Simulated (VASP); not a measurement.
A run of VASP 6.6.1 is set up as follows.

POSCAR

```
PbO
1.0
    3.9338331736      0.0000000000      0.0000000000
    0.0000000000      3.9338331736      0.0000000000
    0.0000000000      0.0000000000      4.9424023714
Pb O
2 2
Direct
    0.0000000000      0.5000000000      0.2421395116
    0.5000000000      0.0000000000      0.7578604884
    0.0000000000      0.0000000000      0.0000000000
    0.5000000000      0.5000000000      0.0000000000
```

Contents of INCAR.step1:

```
SYSTEM = PbO
PREC = Accurate
ENCUT = 520
ISMEAR = 0
SIGMA = 0.01
LREAL = .FALSE.
LASPH = .TRUE.
NELM = 60
NBANDS = 28
GGA = PE
ALGO = Normal
EDIFF = 1E-4
LWAVE = .TRUE.
LCHARG = .FALSE.
```

The input INCAR.step2:

```
SYSTEM = PbO
PREC = Accurate
ENCUT = 520
EDIFF = 1E-6
ISMEAR = 0
SIGMA = 0.01
LREAL = .FALSE.
LASPH = .TRUE.
NELM = 60
ALGO = Normal
ISIF = 2
LWAVE = .FALSE.
LCHARG = .TRUE.
METAGGA = R2SCAN
LMIXTAU = .TRUE.
LELF = .TRUE.
LVHAR = .TRUE.
NBANDS = 28
ISTART = 1
```

KPOINTS

```
regular mesh
0
G
  6 6 6
  0 0 0
```

Potentials or basis: VASP PAW PBE potentials, release 64 (Pb_d, O).

Command:

```bash
$ cat potpaw_PBE.64/Pb_d/POTCAR potpaw_PBE.64/O/POTCAR > POTCAR
$ cp INCAR.step1 INCAR
$ mpirun -np 1 vasp_std > vasp.out
$ cp INCAR.step2 INCAR
$ mpirun -np 1 vasp_std > vasp.out
```

Q: Predict the pressure.

A: 3.5 GPa.

Q: What does it give for the largest force?

A: 0.099 eV/Å.

Q: Predict the band gap on the k mesh.

A: 1.32 eV, indirect (least direct gap 2.56 eV).

Stress tensor (GPa, compression positive):
```
4.02 0.00 0.00
0.00 4.02 0.00
0.00 0.00 2.56
```

Caveat: the cell differs from its parent crystal (strain -1.2%); the PAW data sets were made with another functional, which shifts forces and pressure a little; spin-orbit coupling is left out, which moves the levels of the heavy elements. A k mesh can miss the band edges.
